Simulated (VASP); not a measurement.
Wanted: the native input for a VASP 6.6.1 run.

```yaml
Task: single point
Functional: PBEsol
Potentials_or_basis: VASP PAW PBE potentials, release 64 (K_sv)
Cutoff: 520 eV
k_mesh: 8 × 6 × 8
Occupations: fermi-dirac, width 0.1 eV
Spin: no spin polarisation
Dipole_correction: no
Further_INCAR_settings: ALGO = Normal; EDIFF = 1e-06; NBANDS = 16
```

The structure of K lies in POSCAR:

```
K
1.0
   -3.2915455456      3.2915455456      0.0000000000
    0.0000000000      0.0000000000      6.5830910912
    3.2915455456      3.2915455456      0.0000000000
K
2
Direct
    0.0000000000      0.0000000000      0.0000000000
    0.5000000000      0.5000000000      0.5000000000
```

One way to write it, as run:

INCAR

```
SYSTEM = K
PREC = Accurate ; ENCUT = 520
EDIFF = 1E-6 ; ISMEAR = -1
SIGMA = 0.1 ; LREAL = .FALSE.
LASPH = .TRUE. ; NELM = 80
ALGO = Normal ; ISIF = 2
LWAVE = .FALSE. ; LCHARG = .FALSE.
GGA = PS ; NBANDS = 16
```

KPOINTS

```
Automatic mesh
0
G
  8 6 8
  0 0 0
```

Potentials or basis: VASP PAW PBE potentials, release 64 (K_sv).

Command:

```bash
$ cat potpaw_PBE.64/K_sv/POTCAR > POTCAR
$ mpirun -np 1 vasp_std > vasp.out
```

Results of the run:

```
Pressure               : 0.0 GPa
Band gap on the k mesh : zero (band 9 reaches 1.32 eV, above the bottom of band 10 at -1.34 eV)
```

Caveat: the PAW data sets were made with another functional, which shifts forces and pressure a little.

Run time: 54 s on 1 thread of Intel(R) Xeon(R) 6975P-C (Granite Rapids), on a shared host, peak memory 0.29 GiB.
